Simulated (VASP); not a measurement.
# Zn4HO4 (a cell with a defect) in VASP: a series of runs, part 3 of 3

VASP 6.6.1. Earlier steps stand in the parts before.

### Step 5. Single point, PBEsol

Contents of INCAR:

```
PREC     = Accurate       # precision mode
ENCUT    = 1000           # plane-wave cutoff, eV
EDIFF    = 1E-6           # SCF threshold, eV
ISMEAR   = 0              # smearing method
SIGMA    = 0.05           # smearing width, eV
LREAL    = False          # projectors in reciprocal space
LASPH    = True           # aspherical terms in the spheres
NELM     = 120            # most SCF steps
ALGO     = Normal         # electronic algorithm
ISIF     = 2              # what is computed and relaxed
LWAVE    = False          # write WAVECAR
LCHARG   = True           # write CHGCAR
GGA      = PS             # functional
LELF     = True           # ELF
LVHAR    = True         
NBANDS   = 46             # bands
GGA_COMPAT= False
```

Contents of KPOINTS:

```
regular mesh
0
Gamma
  4 4 8
```

Contents of POSCAR:

```
Zn4HO4
1.0
    5.5148137916      0.0000000000      0.0000000000
    0.0000000000      5.5148137916      0.0000000000
    0.0000000000      0.0000000000      3.2430062931
Zn O H
4 4 1
Direct
    0.1820657240      0.1820657240      0.5000000000
    0.8179342760      0.8179342760      0.5000000000
    0.6820657240      0.3179342760      0.0000000000
    0.3179342760      0.6820657240      0.0000000000
    0.8180023132      0.1819976868      0.5000000000
    0.1819976868      0.8180023132      0.5000000000
    0.6819976868      0.6819976868      0.0000000000
    0.3180023132      0.3180023132      0.0000000000
    1.0000405349      0.0819976868      0.5000000000
```

Potentials or basis: VASP PAW PBE potentials, release 64 (Zn, O_h, H_h).

Run with:

```
> cat potpaw_PBE.64/Zn/POTCAR potpaw_PBE.64/O_h/POTCAR potpaw_PBE.64/H_h/POTCAR > POTCAR
> mpirun -np 1 vasp_std > vasp.out
```

OUTCAR:

```text
PREC = Accurate
   ENCUT = 1000
   EDIFF = 1E-6
   ISMEAR = 0
   LREAL = False
   LASPH = True
   NELM = 120
   ISIF = 2
   GGA = PS

 ion  position               nearest neighbor table
   1  0.182  0.182  0.500-   9 1.15   8 1.94   8 1.94   6 2.01   5 2.01   2 2.84
   2  0.818  0.818  0.500-   9 1.77   7 1.94   7 1.94   6 2.01   5 2.01   1 2.84
   3  0.682  0.318  0.000-   5 1.94   5 1.94   8 2.01   7 2.01   4 2.84
   4  0.318  0.682  0.000-   6 1.94   6 1.94   8 2.01   7 2.01   3 2.84
   5  0.818  0.182  0.500-   9 1.15   3 1.94   3 1.94   2 2.01   1 2.01
   6  0.182  0.818  0.500-   4 1.94   4 1.94   1 2.01   2 2.01
   7  0.682  0.682  0.000-   2 1.94   2 1.94   4 2.01   3 2.01
   8  0.318  0.318  0.000-   1 1.94   1 1.94   4 2.01   3 2.01
   9  0.000  0.082  0.500-   5 1.15   1 1.15   2 1.77

  LATTYP: Found a simple tetragonal cell.
 ALAT       =     5.5148137916
 C/A-ratio  =     0.5880536344

  Lattice vectors:

 A1 = (   5.5148137916,   0.0000000000,   0.0000000000)
 A2 = (   0.0000000000,   5.5148137916,   0.0000000000)
 A3 = (   0.0000000000,   0.0000000000,   3.2430062931)

Analysis of symmetry for initial positions (statically):
=====================================================================
 Subroutine PRICEL returns:
 Original cell was already a primitive cell.

 Routine SETGRP: Setting up the symmetry group for a
 simple tetragonal supercell.

 Subroutine GETGRP returns: Found  2 space group operations
 (whereof  2 operations were pure point group operations)
 out of a pool of 16 trial point group operations.

The static configuration has the point symmetry C_1h.

Analysis of symmetry for dynamics (positions and initial velocities):
=====================================================================
 Subroutine PRICEL returns:
 Original cell was already a primitive cell.

 Routine SETGRP: Setting up the symmetry group for a
 simple tetragonal supercell.

 Subroutine GETGRP returns: Found  2 space group operations
 (whereof  2 operations were pure point group operations)
 out of a pool of 16 trial point group operations.

The dynamic configuration has the point symmetry C_1h.

 Subroutine INISYM returns: Found  2 space group operations
 (whereof  2 operations are pure point group operations),
 and found     1 'primitive' translations

----------------------------------------------------------------------------------------

                                     Primitive cell

  volume of cell :      98.6301

  direct lattice vectors                    reciprocal lattice vectors
     5.514813792  0.000000000  0.000000000     0.181329785  0.000000000  0.000000000
     0.000000000  5.514813792  0.000000000     0.000000000  0.181329785  0.000000000
     0.000000000  0.000000000  3.243006293     0.000000000  0.000000000  0.308355862

  length of vectors
     5.514813792  5.514813792  3.243006293     0.181329785  0.181329785  0.308355862

  position of ions in fractional coordinates (direct lattice)
     0.182065724  0.182065724  0.500000000
     0.817934276  0.817934276  0.500000000
[... 51 lines left out ...]
  0.500000  0.000000  0.000000      1.000000
  0.000000  0.500000  0.000000      1.000000
  0.250000  0.250000  0.000000      2.000000
[... 16 lines left out ...]
  0.000000  0.250000  0.250000      4.000000
  0.500000  0.000000  0.250000      2.000000
 [... further k-points ...]
   k-points           NKPTS =     50   k-points in BZ     NKDIM =     50   number of bands    NBANDS=     46
   number of dos      NEDOS =    301   number of ions     NIONS =      9
   total plane-waves  NPLWV = 129600
   dimension x,y,z NGX =    60 NGY =   60 NGZ =   36
   dimension x,y,z NGXF=   120 NGYF=  120 NGZF=   72
   ions per type =               4   4   1
   NGX,Y,Z   is equivalent  to a cutoff of  18.09, 18.09, 18.45 a.u.
   NGXF,Y,Z  is equivalent  to a cutoff of  36.17, 36.17, 36.91 a.u.
 SYSTEM =  unknown system
   PREC   = accura    normal or accurate (medium, high low for compatibility)
   ISTART =      0    job   : 0-new  1-cont  2-samecut
   ICHARG =      2    charge: 1-file 2-atom 10-const
   ISPIN  =      1    spin polarized calculation?
   LNONCOLLINEAR =      F non collinear calculations
   LSORBIT =      F    spin-orbit coupling
   LASPH  =      T    aspherical Exc in radial PAW
   ENCUT  = 1000.0 eV  73.50 Ry    8.57 a.u.  14.22 14.22  8.36*2*pi/ulx,y,z
   NELM   =    120;   NELMIN=  2; NELMDL= -5     # of ELM steps
   EDIFF  = 0.1E-05   stopping-criterion for ELM
   LREAL  =      F    real-space projection
   EDIFFG = 0.1E-04   stopping-criterion for IOM
   NSW    =      0    number of steps for IOM
   IBRION =     -1    ionic relax: 0-MD 1-quasi-New 2-CG
   NFREE  =      0    steps in history (QN), initial steepest desc. (CG)
   ISIF   =      2    stress and relaxation
   ISYM   =      2    0-nonsym 1-usesym 2-fastsym
   POTIM  = 0.5000    time-step for ionic-motion
   TEBEG  =    0.0;   TEEND  =   0.0 temperature during run
   PSTRESS=    0.0 pullay stress
   NELECT =      73.0000    total number of electrons
   NUPDOWN=      -1.0000    fix difference up-down
   EMIN   =  10.00;   EMAX   =-10.00  energy-range for DOS
   EFERMI =   0.00;   METHOD = LEGACY
   ISMEAR =     0;   SIGMA  =   0.05  broadening in eV -4-tet -1-fermi 0-gaus
   EFERMI_NEDOS =   21; number of points for ismear=-14 and -15
   IALGO  =     38    algorithm
   IMIX   =      4    mixing-type and parameters
     AMIX     =   0.40;   BMIX     =  1.00
     AMIX_MAG =   1.60;   BMIX_MAG =  1.00
  volume/ion in A,a.u.               =      10.96        73.95
  Fermi-wavevector in a.u.,A,eV,Ry     =   1.480855  2.798411 29.836656  2.192932
  Thomas-Fermi vector in A             =   2.594838
   LORBIT       =      0    0 simple, 1 ext, 2 COOP (PROOUT), +10 PAW based schemes
   GGA     = PS    functional components
   LHFCALC =     F    Hartree Fock is set to
   AEXX    =    0.0000 exact exchange contribution
   IVDW    =     0    specifies the selected vdW correction
   LEPSILON=     F    determine dielectric tensor
   LRPA    =     F    only Hartree local field effects (RPA)
 non-spin polarized calculation
 Gauss-broadening in eV      SIGMA  =   0.05
  energy-cutoff  :     1000.00
  volume of cell :       98.63
 maximum number of plane-waves:      7121
 NGX is ok and might be reduce to    60
   NGX = 29   NGY = 29   NGZ = 17

 number of electron      73.0000003 magnetization

 Free energy of the ion-electron system (eV)
  ---------------------------------------------------
  ext. energy  EPLUGINS =         0.00000000
  ---------------------------------------------------
  free energy    TOTEN  =       -36.21806489 eV

  energy without entropy =      -36.21734643  energy(sigma->0) =      -36.21770566

 E-fermi :   4.5303     XC(G=0): -11.0987

 val. band max:        4.5062257925   @ k =   0.5000   0.2500   0.1250
 cond. band min:       4.6468264456   @ k =   0.5000   0.5000   0.0000
 fundamental gap:      0.1406006531
 Fermi energy:         4.5303499086

 k-point     1 :       0.0000    0.0000    0.0000
  band No.  band energies     occupation
      1     -18.7854      2.00000
      2     -16.3902      2.00000
      3     -15.8876      2.00000
      4     -15.6989      2.00000
      5      -8.8993      2.00000
      6      -5.6041      2.00000
[... 1165 lines left out ...]
     45      10.7023      0.00000
     46      10.8095      0.00000

 [... further k-points ...]

------------------------ aborting loop because EDIFF is reached ----------------------------------------

  FORCE on cell =-STRESS in cart. coord.  units (eV):
  Direction    XX          YY          ZZ          XY          YZ          ZX
  --------------------------------------------------------------------------------------
  -------------------------------------------------------------------------------------
  Total       19.6006137     10.6052467      5.2421049      7.5456813      0.0000000      0.0000000
  in kB      318.3983107    172.2748414     85.1543413    122.5743347      0.0000000      0.0000000
  external PRESSURE =     191.9424978 kB  Pullay stress =       0.0000000 kB

 VOLUME and BASIS-vectors are now :
 -----------------------------------------------------------------------------
  energy-cutoff  :     1000.00
  volume of cell :       98.63
      direct lattice vectors                 reciprocal lattice vectors
     5.514813792  0.000000000  0.000000000     0.181329785  0.000000000  0.000000000
     0.000000000  5.514813792  0.000000000     0.000000000  0.181329785  0.000000000
     0.000000000  0.000000000  3.243006293     0.000000000  0.000000000  0.308355862

 POSITION                                       TOTAL-FORCE (eV/Angst)
 -----------------------------------------------------------------------------------
      1.00406      1.00406      1.62150        13.626493      6.885853      0.000000
      4.51076      4.51076      1.62150        -1.027110     -2.191380      0.000000
      3.76147      1.75335      0.00000        -0.565014      0.686480      0.000000
      1.75335      3.76147      0.00000         0.111744     -0.030505      0.000000
      4.51113      1.00368      1.62150        -1.330409      0.383033      0.000000
      1.00368      4.51113      1.62150        -0.038531     -0.081603      0.000000
      3.76109      3.76109      0.00000         0.062457     -0.015968      0.000000
      1.75372      1.75372      0.00000         0.195462      0.006386      0.000000
      0.00022      0.45220      1.62150       -11.035092     -5.642297      0.000000
 -----------------------------------------------------------------------------------
    total drift:                                0.000483     -0.000411     -0.000000

  FREE ENERGIE OF THE ION-ELECTRON SYSTEM (eV)
  ---------------------------------------------------
  free  energy   TOTEN  =       -36.2180648942 eV

  energy  without entropy=      -36.2173464289  energy(sigma->0) =      -36.21770566
```

Wall time 13 min (1 thread of Intel Xeon Platinum 8259CL at 2.50GHz (Skylake/Cascade Lake), shared host); peak memory 0.67 GiB.

Results:

| Quantity | Value |
| --- | --- |
| Free energy | -36.2181 eV |
| Pressure | 19.2 GPa |
| Largest force | 15.267 eV/Å |
| Band gap on the k mesh | zero (an odd number of electrons rules out a gap without spin polarisation) |

Forces in eV/Å, atoms in the order of the input:
```
Zn   13.626   6.886   0.000
Zn   -1.027  -2.191   0.000
Zn   -0.565   0.686   0.000
Zn    0.112  -0.031   0.000
O    -1.330   0.383   0.000
O    -0.039  -0.082   0.000
O     0.062  -0.016   0.000
O     0.195   0.006   0.000
H   -11.035  -5.642   0.000
```

Stress tensor (GPa, compression positive):
```
31.84 12.26  0.00
12.26 17.23  0.00
 0.00  0.00  8.52
```

Caveat: the PAW data sets were made with another functional, which shifts forces and pressure a little; an odd number of electrons without spin polarisation forces a metal; a magnetic or distorted state may lie lower.

### Step 6. Single point, PBEsol

Contents of INCAR:

```
SYSTEM = Zn4HO4
  PREC = Accurate
  ENCUT = 1000
  EDIFF = 1E-6
  ISMEAR = 0
  SIGMA = 0.05
  LREAL = .False.
  LASPH = .True.
  NELM = 120
  ALGO = Normal
  ISIF = 2
  LWAVE = .False.
  LCHARG = .False.
  GGA = PS
  NBANDS = 46
  GGA_COMPAT = .False.
```

Contents of KPOINTS:

```
Automatic mesh
0
Gamma
  4 4 8
  0 0 0
```

POSCAR, as its differences from that of step 5:

```diff
@@ -16,2 +16,2 @@
     0.3180023132      0.3180023132      0.0000000000
-    1.0000405349      0.0819976868      0.5000000000
+    1.0000405349     -0.1180023132      0.5000000000
```

Potentials or basis: VASP PAW PBE potentials, release 64 (Zn, O_h, H_h).

Run with:

```
> cat potpaw_PBE.64/Zn/POTCAR potpaw_PBE.64/O_h/POTCAR potpaw_PBE.64/H_h/POTCAR > POTCAR
> mpirun -np 1 vasp_std > vasp.out
```

It took 5.9 min on 1 thread of Intel Xeon 6975P-C (Granite Rapids), shared host; peak memory 0.67 GiB.

It converged, with:

- Free energy: -34.9869 eV
- Pressure: 22.6 GPa
- Largest force: 22.007 eV/Å
- Band gap on the k mesh: zero (an odd number of electrons rules out a gap without spin polarisation)

Forces in eV/Å, atoms in the order of the input:
```
Zn    0.592   1.816   0.000
Zn  -20.931  -6.799   0.000
Zn   -0.058  -0.041   0.000
Zn    0.648  -0.819   0.000
O     0.159  -0.151   0.000
O     2.440  -0.477   0.000
O    -0.251   0.046   0.000
O    -0.060   0.035   0.000
H    17.461   6.390   0.000
```

Stress tensor (GPa, compression positive):
```
44.91 11.55  0.00
11.55 13.88  0.00
 0.00  0.00  8.99
```

Levels at points of the mesh, in eV from the Fermi level:
```tsv
k point	band 34	band 35	band 36	band 37	band 38	band 39
(0.00, 0.00, 0.00)	-3.67	-3.29	-3.19	-2.89	1.52	1.86
(0.50, 0.00, 0.00)	-3.73	-3.72	-3.60	-0.53	-0.24	2.19
(0.00, 0.50, 0.00)	-4.22	-3.48	-3.36	-0.66	-0.10	2.39
(0.50, 0.50, 0.00)	-3.94	-3.94	-3.91	0.13	0.74	1.21
(0.00, 0.00, 0.50)	-4.85	-4.67	-4.46	1.32	2.34	3.93
(0.50, 0.00, 0.50)	-4.70	-4.45	-4.13	0.88	2.47	3.09
(0.00, 0.50, 0.50)	-4.61	-4.60	-4.18	1.28	2.51	3.20
(0.50, 0.50, 0.50)	-4.53	-4.48	-4.27	0.78	2.01	2.12
```

Caveat: atoms lie so close that the PAW spheres overlap strongly, which falsifies energies and pressures; the PAW data sets were made with another functional, which shifts forces and pressure a little; an odd number of electrons without spin polarisation forces a metal; a magnetic or distorted state may lie lower.

### Step 7. Summary

```tsv
cell	gap on the mesh (eV)	pressure (GPa)	largest force (eV/Å)
as given, atomic positions A	none	4.7	0.50
as given, atomic positions B	none	13.3	9.24
as given, atomic positions C	none	17.5	15.22
as given, atomic positions D	none	19.2	15.27
as given, atomic positions E	none	22.6	22.01
```

Alike in all rows: task single point; level PBEsol; potentials or basis VASP PAW PBE potentials, release 64 (Zn, O_h, H_h); no spin polarisation; k mesh 4 × 4 × 8; cutoff (eV) 1000; smearing gaussian 0.05 eV.

Caveats: the PAW data sets were made with another functional, which shifts forces and pressure a little; an odd number of electrons without spin polarisation forces a metal; a magnetic or distorted state may lie lower; atoms lie so close that the PAW spheres overlap strongly, which falsifies energies and pressures (at least some runs).

Absolute energies hang on the potentials; compare differences alone.

The gap in the log of VASP goes by the Fermi energy; the results here count the filled bands.